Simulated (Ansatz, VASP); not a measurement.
## CdTe: VASP beside Ansatz

```
Cd Te
1.0
     0.00000    2.93661    3.81760
     2.93661    0.00000    3.81760
     2.93661    2.93661    0.00000
Cd Te
1 1
Cartesian
  0.0000 0.0000 0.0000
  4.4049 4.4049 5.7264
```

Alike in both runs: task single point; functional r2SCAN; k mesh 8 × 8 × 8; occupations gaussian, width 0.05 eV; no spin polarisation.

|  | VASP | Ansatz |
| --- | --- | --- |
| version | VASP 6.6.1 | Ansatz 0.2.0 |
| potentials or method | VASP PAW PBE potentials, release 64 (Cd, Te), cutoff 520 eV | scalar-relativistic, plane waves, PAW |
| valence electrons in the cell | 18 | 36 |

```csv
,VASP,Ansatz,Ansatz less VASP
gap on the k mesh at the Fermi level (eV),0.53,0.54,+0.009
least direct gap on the mesh (eV),0.53,0.54,+0.009
pressure (GPa),2.2,2.1,-0.14
"traceless stress, the component that is largest in VASP (GPa)",-4.78,-4.78,+0.002
```

VASP's potentials were made for PBE, not for r2SCAN. VASP's potentials hold 18 valence electrons a cell and Ansatz's 36, so a difference there can come from the potentials and not from the codes.

Spin-orbit coupling is off throughout.
